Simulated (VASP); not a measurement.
Input of a VASP 6.6.1 run:

File INCAR:

```
SYSTEM = MgW
PREC     = Accurate       ! precision mode
ENCUT    = 520            ! plane-wave cutoff, eV
EDIFF    = 1E-7           ! SCF threshold, eV
ISMEAR   = -1             ! smearing method
SIGMA    = 0.1244         ! smearing width, eV
LREAL    = .FALSE.        ! projectors in reciprocal space
LASPH    = .TRUE.         ! aspherical terms in the spheres
NELM     = 100            ! most SCF steps
ALGO     = Normal         ! electronic algorithm
ISIF     = 2              ! what is computed and relaxed
LWAVE    = .FALSE.        ! write WAVECAR
LCHARG   = .TRUE.         ! write CHGCAR
GGA      = PS             ! functional
LELF     = .TRUE.         ! ELF
LVHAR    = .TRUE.       
NBANDS   = 24             ! bands
```

KPOINTS

```
regular mesh
0
G
  5 5 5
  0 0 0
```

POSCAR

```
MgW
1.0
    4.6381400000      0.0000000000      0.0000000000
    0.0000000000      5.6093740000      0.0000000000
    0.0280870000      0.0000000000      4.8759140000
W Mg
2 2
Direct
    0.0000000000      0.0761125928      0.2500000000
    0.0000000000      0.9238874072      0.7500000000
    0.5000000000      0.7881827565      0.2500000000
    0.5000000000      0.2118172435      0.7500000000
```

Potentials or basis: VASP PAW PBE potentials, release 64 (W_sv, Mg).

Command:

```console
$ cat potpaw_PBE.64/W_sv/POTCAR potpaw_PBE.64/Mg/POTCAR > POTCAR
$ mpirun -np 1 vasp_std > vasp.out
```

Problem. Predict the band gap on the k mesh.

Solution. Zero (band 16 reaches 2.05 eV, above the bottom of band 17 at 1.72 eV).

Problem. Predict the largest force.

Solution. 0.026 eV/Å.

Forces on the atoms (eV/Å):
```
W    0.000  0.026  0.000
W    0.000 -0.026  0.000
Mg   0.000  0.008  0.000
Mg   0.000 -0.008  0.000
```

Caveat: the PAW data sets were made with another functional, which shifts forces and pressure a little; spin-orbit coupling is left out, which moves the levels of the heavy elements.
